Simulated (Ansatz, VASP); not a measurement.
## One calculation of Pt, two programs

File INCAR:

```
SYSTEM = Pt
PREC = Accurate ; ENCUT = 570
EDIFF = 1E-6 ; ISMEAR = -1
SIGMA = 0.05 ; LREAL = .False.
LASPH = .True. ; NELM = 120
ALGO = Normal ; ISIF = 2
LWAVE = .False. ; LCHARG = .False.
GGA = CA ; NBANDS = 15
GGA_COMPAT = .False.
```

File KPOINTS:

```
Automatic mesh
0
Gamma
  12 12 12
  0 0 0
```

POSCAR

```
Pt
1.0
    0.0000000000      1.9343981026      1.9343981026
    1.9343981026      0.0000000000      1.9343981026
    1.9343981026      1.9343981026      0.0000000000
Pt
1
Direct
    0.0000000000      0.0000000000      0.0000000000
```

Contents of input.yaml:

```yaml
crystal:
  lattice:
    - [0.0, 1.9343981026, 1.9343981026]
    - [1.9343981026, 0.0, 1.9343981026]
    - [1.9343981026, 1.9343981026, 0.0]
  atoms:
    - { symbol: Pt, position: [0.0, 0.0, 0.0] }
hamiltonian:
  xc: lda
  pseudopotentials: { kind: paw }
kpoints:
  mp_grid: { grid: [12, 12, 12] }
scf:
  occupations: { method: fermi_dirac, width: 0.05 }
output:
  forces: true
  stress: true
  eigenvalues: true
```

Alike in both runs: task single point; functional LDA; k mesh 12 × 12 × 12; occupations fermi-dirac, width 0.05 eV; no spin polarisation.

|  | VASP | Ansatz |
| --- | --- | --- |
| version | VASP 6.6.1 | Ansatz 0.2.0 |
| potentials or method | VASP PAW LDA potentials, release 64 (Pt_sv_GW) | Ansatz PAW |
| plane-wave cutoff (eV) | 570 | 420 |
| valence electrons in the cell | 18 | 18 |

VASP gave:

| Property | Result |
| --- | --- |
| gap on the k mesh at the Fermi level (eV) | none |
| pressure (GPa) | 6.1 |

Which values does Ansatz return?

gap on the k mesh at the Fermi level (eV): none; pressure (GPa): 6.4.

LDA's correlation is that of Perdew and Zunger in VASP and of Perdew and Wang (1992) in Ansatz. A gap of «none» marks a metal or a gap that the smearing closes.

Spin-orbit coupling is off throughout.
